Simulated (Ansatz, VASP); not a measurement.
## One calculation of MnO2, two programs

INCAR

```
SYSTEM = MnO2
  PREC = Accurate
  ENCUT = 520
  EDIFF = 1E-6
  ISMEAR = 0
  SIGMA = 0.05
  LREAL = .False.
  LASPH = .True.
  NELM = 150
  ALGO = Normal
  ISIF = 2
  LWAVE = .False.
  LCHARG = .False.
  ISPIN = 2
  MAGMOM = 0.45 0.45 0 0 0 0
  LORBIT = 11
  LMAXMIX = 4
  LDAU = .True.
  LDAUTYPE = 2
  LDAUL = 2 -1
  LDAUU = 5.9 0
  LDAUJ = 0 0
  LDAUPRINT = 1
  GGA = PE
  NBANDS = 38
```

Contents of KPOINTS:

```
Automatic mesh
0
Gamma
  5 5 8
  0 0 0
```

Contents of POSCAR:

```
MnO2
1.0
    4.4000000000      0.0000000000      0.0000000000
    0.0000000000      4.4000000000      0.0000000000
    0.0000000000      0.0000000000      2.8700000000
Mn O
2 4
Direct
    0.0000000000      0.0000000000      0.0000000000
    0.5000000000      0.5000000000      0.5000000000
    0.3030000000      0.3030000000      0.0000000000
    0.1970000000      0.8030000000      0.5000000000
    0.6970000000      0.6970000000      0.0000000000
    0.8030000000      0.1970000000      0.5000000000
```

Input for Ansatz:

```yaml
crystal:
  lattice:
    - [4.4, 0.0, 0.0]
    - [0.0, 4.4, 0.0]
    - [0.0, 0.0, 2.87]
  atoms:
    - { symbol: Mn, position: [0.0, 0.0, 0.0], spin: 0.45 }
    - { symbol: Mn, position: [0.5, 0.5, 0.5], spin: 0.45 }
    - { symbol: O, position: [0.303, 0.303, 0.0] }
    - { symbol: O, position: [0.197, 0.803, 0.5] }
    - { symbol: O, position: [0.697, 0.697, 0.0] }
    - { symbol: O, position: [0.803, 0.197, 0.5] }
magnetization:
  spin_polarized: true
hamiltonian:
  xc: pbe
  pseudopotentials: { kind: paw }
  hubbard: { sites: [{ species: Mn, l: d, u_eff: 5.9 }] }
basis:
  ecutwfc: 420
kpoints:
  mp_grid: { grid: [5, 5, 8] }
scf:
  occupations: { method: gaussian, width: 0.05 }
  lower_state_search: "off"
output:
  forces: true
  stress: true
```

Change from the starting cell: parallel moments scaled by 0.1, free total moment.

Alike in both runs: task single point; functional PBE; k mesh 5 × 5 × 8; occupations gaussian, width 0.05 eV; collinear spin; Hubbard terms Mn d U = 5.9 eV.

|  | VASP | Ansatz |
| --- | --- | --- |
| version | VASP 6.6.1 | Ansatz 0.2.0 |
| potentials or method | VASP PAW PBE potentials, release 64 (Mn_pv, O), cutoff 520 eV | PAW, plane waves, scalar-relativistic |
| valence electrons in the cell | 50 | 54 |

VASP gave:

```
pressure (GPa)                                                : 15.8
traceless stress, the component that is largest in VASP (GPa) : 3.71
rms of the force components (eV/Å)                            : 0.091
net moment per atom (μB)                                      : 1.01
size of the moment on the site where the two differ most (μB) : 3.23
```

Problem. Estimate Ansatz's values.

Solution. Pressure (GPa): 16.1; traceless stress, the component that is largest in VASP (GPa): 4.45; rms of the force components (eV/Å): 0.091; net moment per atom (μB): 1.01; size of the moment on the site where the two differ most (μB): 2.87.

Site moments also hang on the region over which each program counts them. The programs project onto different local orbitals, so the same U acts differently, and such runs can settle in different states. Atom by atom the forces differ by 0.000 eV/Å (rms over components). VASP's potentials hold 50 valence electrons a cell and Ansatz's 54, so a difference there can come from the potentials and not from the codes. Ansatz's warnings: filled band counts differ across k points.
